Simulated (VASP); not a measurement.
A run of VASP 6.6.1:

The input INCAR:

```
  PREC = Accurate
  ENCUT = 520
  EDIFF = 1E-6
  ISMEAR = -1
  SIGMA = 0.1
  LREAL = False
  LASPH = True
  NELM = 100
  ALGO = Normal
  ISIF = 2
  LWAVE = False
  LCHARG = False
  GGA = PE
  NBANDS = 12
```

The input KPOINTS:

```
Automatic mesh
0
Gamma
  12 12 7
```

Contents of POSCAR:

```
Sb
1.0
    3.2282197033      0.0000000000      0.0000000000
   -1.6141098517      2.7957202721      0.0000000000
    0.0000000000      0.0000000000      5.3456551610
Sb
2
Direct
    0.3333333333      0.6666666667      0.2500000000
    0.6666666667      0.3333333333      0.7500000000
```

Potentials or basis: VASP PAW PBE potentials, release 64 (Sb).

Launch:

```console
$ cat potpaw_PBE.64/Sb/POTCAR > POTCAR
$ mpirun -np 1 vasp_std > vasp.out
```

Hardware: 1 thread of Intel(R) Xeon(R) Platinum 8259CL CPU @ 2.50GHz (Skylake/Cascade Lake) (shared host).

Task: How long does it take, and how much memory?

Result: Wall time 19 s on 1 thread of Intel(R) Xeon(R) Platinum 8259CL CPU @ 2.50GHz (Skylake/Cascade Lake), with other jobs on the host, peak memory 0.18 GiB. Counts: scf iterations 10, k points 76.
